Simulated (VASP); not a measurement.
# SiC3 (P-6m2) in VASP: a series of runs

The runs below take SiC3 through relaxation of cell and atoms, single point, with PBE.

Program: VASP 6.6.1. These are calculated values, not measurements. Logs are shortened: lines on timing, memory, paths and dates and some standing lists are left out, and cuts for length are marked.

### Step 1. The cell of the first run

Symmetry: P-6m2, No. 187, hexagonal system. The conventional cell has a = 2.657 Å, b = 2.657 Å, c = 8.776 Å, α = 90.00°, β = 90.00°, γ = 120.00°. Within 3.5 Å of Si (site symmetry -6m2) lie 6 Si at 2.66 Å and 6 C at 2.68 Å. C (site symmetry 3m) has 9 C at 2.66 to 2.68 Å and 3 Si at 2.68 Å within 3.5 Å. C (site symmetry -6m2) has 12 C at 2.66 to 2.68 Å within 3.5 Å.

### Step 2. Relaxation of cell and atoms, PBE

Contents of INCAR:

```
SYSTEM = SiC3
ALGO = Normal
EDIFF = 1E-7
EDIFFG = -0.04
ENCUT = 600
GGA = PE
IBRION = 2
ISIF = 3
ISMEAR = 0
LASPH = .TRUE.
LCHARG = .FALSE.
LREAL = .FALSE.
LWAVE = .FALSE.
NELM = 80
NSW = 90
PREC = Accurate
SIGMA = 0.1
```

Contents of KPOINTS:

```
k-points
0
G
  6 6 2
  0 0 0
```

Contents of POSCAR:

```
SiC3
1.0
    2.6566235900      0.0000000000      0.0000000000
   -1.3283118000      2.3007035200      0.0000000000
    0.0000000000      0.0000000000      8.7757671300
Si C
1 3
Direct
    0.6666666700      0.3333333300      0.5000000000
    0.3333333300      0.6666666700      0.7500000000
    0.3333333300      0.6666666700      0.2500000000
    0.6666666700      0.3333333300      0.0000000000
```

Potentials or basis: VASP PAW PBE potentials, release 64 (Si, C).

Started as:

```console
$ cat potpaw_PBE.64/Si/POTCAR potpaw_PBE.64/C/POTCAR > POTCAR
$ mpirun -np 1 vasp_std > vasp.out
```

OUTCAR:

```text
SYSTEM = SiC3
   EDIFF = 1E-7
   EDIFFG = -0.04
   ENCUT = 600
   GGA = PE
   IBRION = 2
   ISIF = 3
   ISMEAR = 0
   LASPH = .TRUE.
   LREAL = .FALSE.
   NELM = 80
   NSW = 90
   PREC = Accurate

 ion  position               nearest neighbor table
   1  0.667  0.333  0.500-
   2  0.333  0.667  0.750-
   3  0.333  0.667  0.250-
   4  0.667  0.333  0.000-

  LATTYP: Found a hexagonal cell.
 ALAT       =     2.6566235900
 C/A-ratio  =     3.3033536113

  Lattice vectors:

 A1 = (   2.6566235900,   0.0000000000,   0.0000000000)
 A2 = (  -1.3283118000,   2.3007035200,   0.0000000000)
 A3 = (   0.0000000000,   0.0000000000,   8.7757671300)

Analysis of symmetry for initial positions (statically):
=====================================================================
 Subroutine PRICEL returns:
 Original cell was already a primitive cell.

 Routine SETGRP: Setting up the symmetry group for a
 hexagonal supercell.

 Subroutine GETGRP returns: Found 12 space group operations
 (whereof 12 operations were pure point group operations)
 out of a pool of 24 trial point group operations.

The static configuration has the point symmetry D_3h.

Analysis of symmetry for dynamics (positions and initial velocities):
=====================================================================
 Subroutine PRICEL returns:
 Original cell was already a primitive cell.

 Routine SETGRP: Setting up the symmetry group for a
 hexagonal supercell.

 Subroutine GETGRP returns: Found 12 space group operations
 (whereof 12 operations were pure point group operations)
 out of a pool of 24 trial point group operations.

The dynamic configuration has the point symmetry D_3h.

 Subroutine INISYM returns: Found 12 space group operations
 (whereof 12 operations are pure point group operations),
 and found     1 'primitive' translations

----------------------------------------------------------------------------------------

                                     Primitive cell

  volume of cell :      53.6384

  direct lattice vectors                    reciprocal lattice vectors
     2.656623590  0.000000000  0.000000000     0.376417647  0.217324830  0.000000000
    -1.328311800  2.300703520  0.000000000     0.000000000  0.434649659  0.000000000
     0.000000000  0.000000000  8.775767130     0.000000000  0.000000000  0.113950152

  length of vectors
     2.656623590  2.656623595  8.775767130     0.434649660  0.434649659  0.113950152

  position of ions in fractional coordinates (direct lattice)
     0.666666670  0.333333330  0.500000000
     0.333333330  0.666666670  0.750000000
     0.333333330  0.666666670  0.250000000
     0.666666670  0.333333330  0.000000000

  ion indices of the primitive-cell ions
   primitive index   ion index
                 1           1
                 2           2
                 3           3
                 4           4

----------------------------------------------------------------------------------------

 KPOINTS: k-points

Automatic generation of k-mesh.
 Grid dimensions read from file:
 generate k-points for:    6    6    2

 Generating k-lattice:

  Cartesian coordinates                     Fractional coordinates (reciprocal lattice)
     0.062736274  0.036220805  0.000000000     0.166666667  0.000000000  0.000000000
     0.000000000  0.072441610  0.000000000     0.000000000  0.166666667  0.000000000
     0.000000000  0.000000000  0.056975076     0.000000000  0.000000000  0.500000000

  Length of vectors
     0.072441610  0.072441610  0.056975076

  Shift w.r.t. Gamma in fractional coordinates (k-lattice)
     0.000000000  0.000000000  0.000000000

 Subroutine IBZKPT returns following result:
 ===========================================

 Found     14 irreducible k-points:

 Following reciprocal coordinates:
            Coordinates               Weight
  0.000000  0.000000  0.000000      1.000000
  0.166667 -0.000000  0.000000      6.000000
  0.333333  0.000000  0.000000      6.000000
  0.500000 -0.000000  0.000000      3.000000
  0.166667  0.166667  0.000000      6.000000
  0.333333  0.166667  0.000000     12.000000
  0.333333  0.333333  0.000000      2.000000
  0.000000  0.000000  0.500000      1.000000
  0.166667 -0.000000  0.500000      6.000000
  0.333333  0.000000  0.500000      6.000000
  0.500000 -0.000000  0.500000      3.000000
  0.166667  0.166667  0.500000      6.000000
  0.333333  0.166667  0.500000     12.000000
  0.333333  0.333333  0.500000      2.000000
   k-points           NKPTS =     14   k-points in BZ     NKDIM =     14   number of bands    NBANDS=     12
   number of dos      NEDOS =    301   number of ions     NIONS =      4
   total plane-waves  NPLWV =  40320
   dimension x,y,z NGX =    24 NGY =   24 NGZ =   70
   dimension x,y,z NGXF=    48 NGYF=   48 NGZF=  140
   ions per type =               1   3
   NGX,Y,Z   is equivalent  to a cutoff of  15.02, 15.02, 13.26 a.u.
   NGXF,Y,Z  is equivalent  to a cutoff of  30.04, 30.04, 26.52 a.u.
 SYSTEM =  SiC3
   PREC   = accura    normal or accurate (medium, high low for compatibility)
   ISTART =      0    job   : 0-new  1-cont  2-samecut
   ICHARG =      2    charge: 1-file 2-atom 10-const
   ISPIN  =      1    spin polarized calculation?
   LNONCOLLINEAR =      F non collinear calculations
   LSORBIT =      F    spin-orbit coupling
   LASPH  =      T    aspherical Exc in radial PAW
   ENCUT  =  600.0 eV  44.10 Ry    6.64 a.u.   5.31  5.31 17.53*2*pi/ulx,y,z
   NELM   =     80;   NELMIN=  2; NELMDL= -5     # of ELM steps
   EDIFF  = 0.1E-06   stopping-criterion for ELM
   LREAL  =      F    real-space projection
   EDIFFG = -.4E-01   stopping-criterion for IOM
   NSW    =     90    number of steps for IOM
   IBRION =      2    ionic relax: 0-MD 1-quasi-New 2-CG
   NFREE  =      1    steps in history (QN), initial steepest desc. (CG)
   ISIF   =      3    stress and relaxation
   ISYM   =      2    0-nonsym 1-usesym 2-fastsym
   POTIM  = 0.5000    time-step for ionic-motion
   TEBEG  =    0.0;   TEEND  =   0.0 temperature during run
   PSTRESS=    0.0 pullay stress
   NELECT =      16.0000    total number of electrons
   NUPDOWN=      -1.0000    fix difference up-down
   EMIN   =  10.00;   EMAX   =-10.00  energy-range for DOS
   EFERMI =   0.00;   METHOD = LEGACY
   ISMEAR =     0;   SIGMA  =   0.10  broadening in eV -4-tet -1-fermi 0-gaus
   EFERMI_NEDOS =   21; number of points for ismear=-14 and -15
   IALGO  =     38    algorithm
   IMIX   =      4    mixing-type and parameters
     AMIX     =   0.40;   BMIX     =  1.00
     AMIX_MAG =   1.60;   BMIX_MAG =  1.00
  volume/ion in A,a.u.               =      13.41        90.49
  Fermi-wavevector in a.u.,A,eV,Ry     =   1.093846  2.067069 16.279362  1.196499
  Thomas-Fermi vector in A             =   2.230139
   LORBIT       =      0    0 simple, 1 ext, 2 COOP (PROOUT), +10 PAW based schemes
   GGA     = PE    functional components
   LHFCALC =     F    Hartree Fock is set to
   AEXX    =    0.0000 exact exchange contribution
   IVDW    =     0    specifies the selected vdW correction
   LEPSILON=     F    determine dielectric tensor
   LRPA    =     F    only Hartree local field effects (RPA)
 conjugate gradient relaxation of ions
 non-spin polarized calculation
 Gauss-broadening in eV      SIGMA  =   0.10
  energy-cutoff  :      600.00
  volume of cell :       53.64
 maximum number of plane-waves:      1802
 NGX is ok and might be reduce to    24
   NGX = 11   NGY = 11   NGZ = 35

--------------------------------------- Ionic step        1  -------------------------------------------

 number of electron      16.0000000 magnetization

 Free energy of the ion-electron system (eV)
  ---------------------------------------------------
  ext. energy  EPLUGINS =         0.00000000
  ---------------------------------------------------
  free energy    TOTEN  =       -16.79637846 eV

  energy without entropy =      -16.76998419  energy(sigma->0) =      -16.78318133

------------------------ aborting loop because EDIFF is reached ----------------------------------------

  FORCE on cell =-STRESS in cart. coord.  units (eV):
  Direction    XX          YY          ZZ          XY          YZ          ZX
  --------------------------------------------------------------------------------------
  -------------------------------------------------------------------------------------
  Total       -6.8302446     -6.8302446     -9.8804203      0.0000000      0.0000000      0.0000000
  in kB     -204.0192127   -204.0192132   -295.1278747      0.0000004      0.0000000      0.0000000
  external PRESSURE =    -234.3887669 kB  Pullay stress =       0.0000000 kB
[... 95 lines left out ...]
  FREE ENERGIE OF THE ION-ELECTRON SYSTEM (eV)
  ---------------------------------------------------
  free  energy   TOTEN  =       -18.9398275605 eV

  energy  without entropy=      -18.9210940379  energy(sigma->0) =      -18.93046080

 E-fermi :   9.8182     XC(G=0): -12.6092

 val. band max:        9.7862517922   @ k =   0.3333   0.1667   0.5000
 cond. band min:       9.8970122352   @ k =   0.3333   0.1667   0.0000
 fundamental gap:      0.1107604430
 Fermi energy:         9.8182247693

 k-point     1 :       0.0000    0.0000    0.0000
  band No.  band energies     occupation
      1      -8.6110      2.00000
      2      -5.0713      2.00000
      3      -4.7503      2.00000
      4       4.2308      2.00000
      5       7.1743      2.00000
      6      11.5945      0.00000
      7      11.5945      0.00000
      8      13.5280      0.00000
      9      13.5280      0.00000
     10      15.0564      0.00000
     11      16.6634      0.00000
     12      18.3270      0.00000
[... 181 lines left out ...]
 k-point    14 :       0.3333    0.3333    0.5000
  band No.  band energies     occupation
      1      -0.3564      2.00000
      2      -0.2494      2.00000
      3      -0.0341      2.00000
      4       2.3601      2.00000
      5       3.2871      2.00000
      6       3.4019      2.00000
      7       5.4203      2.00000
      8       7.0394      2.00000
      9       8.5245      2.00000
     10       9.2346      2.00000
     11      10.5557      0.00000
     12      10.8383      0.00000

[... ionic steps 4 to 16 ...]

--------------------------------------- Ionic step       17  -------------------------------------------

 number of electron      16.0000001 magnetization

------------------------ aborting loop because EDIFF is reached ----------------------------------------
[... 71 lines left out ...]
--------------------------------------- Ionic step       19  -------------------------------------------

 number of electron      16.0000001 magnetization

 Free energy of the ion-electron system (eV)
  ---------------------------------------------------
  ext. energy  EPLUGINS =         0.00000000
  ---------------------------------------------------
  free energy    TOTEN  =       -23.87380961 eV

  energy without entropy =      -23.86469925  energy(sigma->0) =      -23.86925443

 E-fermi :  10.9535     XC(G=0): -12.7280

 val. band max:       10.9447169704   @ k =   0.3333   0.0000   0.0000
 cond. band min:      11.2455719907   @ k =   0.0000   0.0000   0.5000
 fundamental gap:      0.3008550203
 Fermi energy:        10.9535393435

 k-point     1 :       0.0000    0.0000    0.0000
  band No.  band energies     occupation
      1      -8.8727      2.00000
      2      -3.2869      2.00000
      3      -2.4897      2.00000
      4       8.4322      2.00000
      5       8.4322      2.00000
      6      10.0485      2.00000
      7      12.4446      0.00000
      8      12.4446      0.00000
      9      13.2966      0.00000
     10      13.7775      0.00000
     11      13.7775      0.00000
     12      16.9461      0.00000
[... 224 lines left out ...]
  FREE ENERGIE OF THE ION-ELECTRON SYSTEM (eV)
  ---------------------------------------------------
  free  energy   TOTEN  =       -23.8738096081 eV

  energy  without entropy=      -23.8646992502  energy(sigma->0) =      -23.86925443

 reached required accuracy - stopping structural energy minimisation
```

It took 3.3 min on 1 thread of Intel Xeon 8259CL, shared host; peak memory 0.2 GiB.

Results:

```
Free energy                           : -23.8738 eV
Relaxed volume                        : 7.57 Å³/atom
Relaxed cell                          : a = 2.728 Å, b = 2.728 Å, c = 4.699 Å, α = 90.00°, β = 90.00°, γ = 120.00°
Space group after relaxing (to 0.1 Å) : P-6m2 (No. 187)
Energy gained by relaxing             : 1769.4 meV/atom
Ionic steps                           : 19
Pressure after relaxing               : 0.0 GPa
Largest force after relaxing          : 0.038 eV/Å
Band gap on the k mesh                : zero (bands 8 and 9 overlap by 4.11 eV)
```

Forces in eV/Å, atoms in the order of the input:
```
Si   0.000  0.000  0.000
C    0.000  0.000  0.038
C    0.000  0.000 -0.038
C    0.000  0.000  0.000
```

The path:
```csv
step,energy change (eV),largest force (eV/Å),pressure (GPa),volume (Å³)
1,0.0000,0.1060,-23.44,53.64
2,-1.8726,0.5107,-12.98,39.78
3,-2.1434,0.7483,-1.09,35.35
4,-2.1519,0.8187,2.86,34.40
5,-2.1517,0.7948,1.43,34.73
6,-2.4918,0.7105,3.34,34.17
7,-4.6866,2.3387,-4.26,31.95
8,-3.8713,5.7943,93.74,24.75
9,-6.3869,1.2456,4.02,29.71
10,-6.7190,1.6055,27.18,27.42
11,-6.9055,0.1315,14.99,28.39
12,-6.9266,0.3639,18.14,28.11
13,-6.8260,1.7750,3.14,29.88
14,-6.9779,0.9282,12.40,28.72
15,-7.0644,0.3445,-0.37,30.20
16,-7.0647,0.3156,-1.05,30.29
17,-7.0732,0.2092,-0.54,30.27
18,-7.0771,0.0675,0.21,30.26
19,-7.0774,0.0384,0.02,30.28
```

Final structure:
```
CELL_PARAMETERS angstrom
2.72793 0.00000 0.00000
-1.36396 2.36246 0.00000
0.00000 0.00000 4.69910
ATOMIC_POSITIONS crystal
Si 0.66667 0.33333 0.50000
C 0.33333 0.66667 0.77675
C 0.33333 0.66667 0.22325
C 0.66667 0.33333 0.00000
```

Caveat: the k points lie up to 0.67 Å⁻¹ apart in the final cell, too coarse for converged energies and pressures of a metal; the volume moved by over 15 % at a fixed basis, so the end points are rough.

(Continued in part 2 of 3.)

The gap in the log of VASP goes by the Fermi energy; the results here count the filled bands.